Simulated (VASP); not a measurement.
A run of VASP 6.6.1 is set up as follows.

Contents of INCAR:

```
SYSTEM = SnO
ALGO = Normal ; EDIFF = 1E-6
ENCUT = 600 ; GGA = PS
GGA_COMPAT = .FALSE. ; ISIF = 2
ISMEAR = 0 ; IVDW = 12
LASPH = .TRUE. ; LCHARG = .TRUE.
LELF = .TRUE. ; LREAL = .FALSE.
LVHAR = .TRUE. ; LWAVE = .FALSE.
NBANDS = 28 ; NELM = 120
PREC = Accurate ; SIGMA = 0.15
```

KPOINTS

```
k-points
0
G
  12 12 10
  0 0 0
```

Contents of POSCAR:

```
SnO
1.0
    3.7703910616      0.0000000000      0.0000000000
    0.0000000000      3.7703910616      0.0000000000
    0.0000000000      0.0000000000      4.5633702865
Sn O
2 2
Direct
    0.0000000000      0.5000000000      0.2532585894
    0.5000000000      0.0000000000      0.7467414106
    0.0093771013      0.0093771013      0.0000000000
    0.5000000000      0.5000000000      0.0000000000
```

Potentials or basis: VASP PAW PBE potentials, release 64 (Sn_d, O).

The run is started by

```sh
$ cat potpaw_PBE.64/Sn_d/POTCAR potpaw_PBE.64/O/POTCAR > POTCAR
$ mpirun -np 1 vasp_std > vasp.out
```

(1) Estimate the pressure.

(2) Predict the largest force.

(3) Predict the band gap on the k mesh.

Answers

(1) 0.3 GPa.

(2) 0.442 eV/Å.

(3) zero (bands 20 and 21 overlap by 0.48 eV).

Caveat: the cell differs from its parent crystal (atom 3 (O) moved +0.050 Å along Cartesian [1 1 0]); semilocal functionals underestimate gaps, so a narrow gap can read as zero; the PAW data sets were made with another functional, which shifts forces and pressure a little; spin-orbit coupling is left out, which moves the levels of the heavy elements.
